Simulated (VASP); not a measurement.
Input of a VASP 6.6.1 run:

File POSCAR:

```
Cu
1.0
    0.0000000000      1.8100000000      1.8100000000
    1.8100000000      0.0000000000      1.8100000000
    1.8100000000      1.8100000000      0.0000000000
Cu
1
Direct
    0.0000000000      0.0000000000      0.0000000000
```

The input INCAR.step1:

```
SYSTEM = Cu
ALGO = Normal
EDIFF = 1E-5
EDIFFG = -0.005
ENCUT = 660
GGA = PE
GGA_COMPAT = .FALSE.
IBRION = 2
ISIF = 3
ISMEAR = -1
LASPH = .TRUE.
LCHARG = .FALSE.
LREAL = .FALSE.
LWAVE = .TRUE.
NELM = 120
NELMIN = 4
NSW = 100
PREC = Accurate
SIGMA = 0.1
```

The input INCAR.step2:

```
SYSTEM = Cu
ALGO = Normal
EDIFF = 1E-7
EDIFFG = -0.03
ENCUT = 660
GGA_COMPAT = .FALSE.
IBRION = 2
ISIF = 3
ISMEAR = -1
ISTART = 1
LASPH = .TRUE.
LCHARG = .FALSE.
LMIXTAU = .TRUE.
LREAL = .FALSE.
LWAVE = .FALSE.
METAGGA = R2SCAN
NELM = 120
NELMIN = 4
NSW = 80
PREC = Accurate
PSTRESS = 100.0
SIGMA = 0.1
```

KPOINTS

```
k-points
0
G
  12 12 12
  0 0 0
```

Potentials or basis: VASP PAW PBE potentials, release 64 (Cu).

Command:

```bash
$ cat potpaw_PBE.64/Cu/POTCAR > POTCAR
$ cp INCAR.step1 INCAR
$ mpirun -np 1 vasp_std > vasp.out
$ cp INCAR.step2 INCAR
$ mpirun -np 1 vasp_std > vasp.out
```

Q: Estimate the space group after relaxing (to 0.1 Å).

A: Fm-3m (No. 225).

Q: What does it give for the relaxed volume?

A: 10.89 Å³/atom.

Final structure:
```
Cu
1.0
     0.00000    1.75935    1.75935
     1.75935    0.00000    1.75935
     1.75935    1.75935    0.00000
Cu
1
Direct
  0.00000 0.00000 0.00000
```

Caveat: the cell is relaxed towards a set pressure, so the run minimises the enthalpy, not the energy; the PAW data sets were made with another functional, which shifts forces and pressure a little.
